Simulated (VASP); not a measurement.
Set up this calculation in VASP 6.6.1, as the native input.

| Property | Result |
| --- | --- |
| Task | relaxation of shape and atoms at fixed volume |
| Functional | PBEsol |
| Potentials or basis | VASP PAW PBE potentials, release 64 (Ir, As) |
| Cutoff | 600 eV |
| k mesh | 8 × 8 × 8 |
| Occupations | gaussian, width 0.05 eV |
| Spin | no spin polarisation |
| Dipole correction | no |
| Further INCAR settings | ALGO = Normal; EDIFF = 1e-06; IBRION = 2; EDIFFG = -0.01; NSW = 60; ISIF = 4 |

The structure of AsIr lies in POSCAR:

```
AsIr
1.0
    2.8966308765      0.0000000000      0.0000000000
    0.0000000000      2.8966308765      0.0000000000
    0.0000000000      0.0000000000      7.7022618089
Ir As
2 2
Direct
    0.0000000000      0.5000000000      0.0000000000
    0.5000000000      0.0000000000      0.5000000000
    0.0000000000      0.0000000000      0.2500000000
    0.0000000000      0.0000000000      0.7500000000
```

This cell differs from its parent crystal: volume scaled by 0.980.

One way to write it, as run:

INCAR

```
PREC = Accurate ; ENCUT = 600
EDIFF = 1E-6 ; ISMEAR = 0
SIGMA = 0.05 ; LREAL = F
LASPH = T ; NELM = 60
ALGO = Normal ; ISIF = 4
LWAVE = F ; LCHARG = F
GGA = PS ; IBRION = 2
NSW = 60 ; EDIFFG = -0.01
```

KPOINTS

```
Automatic mesh
0
Gamma
  8 8 8
```

Potentials or basis: VASP PAW PBE potentials, release 64 (Ir, As).

Command:

```console
$ cat potpaw_PBE.64/Ir/POTCAR potpaw_PBE.64/As/POTCAR > POTCAR
$ mpirun -np 1 vasp_std > vasp.out
```

It gave:

```json
{
  "Energy gained by relaxing": "1.0 meV/atom",
  "Ionic steps": "3",
  "Pressure after relaxing": "4.5 GPa",
  "Band gap on the k mesh": "zero (band 14 reaches 8.96 eV, above the bottom of band 15 at 7.55 eV)"
}
```

Caveat: the PAW data sets were made with another functional, which shifts forces and pressure a little; spin-orbit coupling is left out, which moves the levels of the heavy elements.

Wall time 2.9 min on 1 thread of Intel(R) Xeon(R) Platinum 8259CL CPU @ 2.50GHz (Skylake/Cascade Lake), on a shared host, peak memory 0.26 GiB.
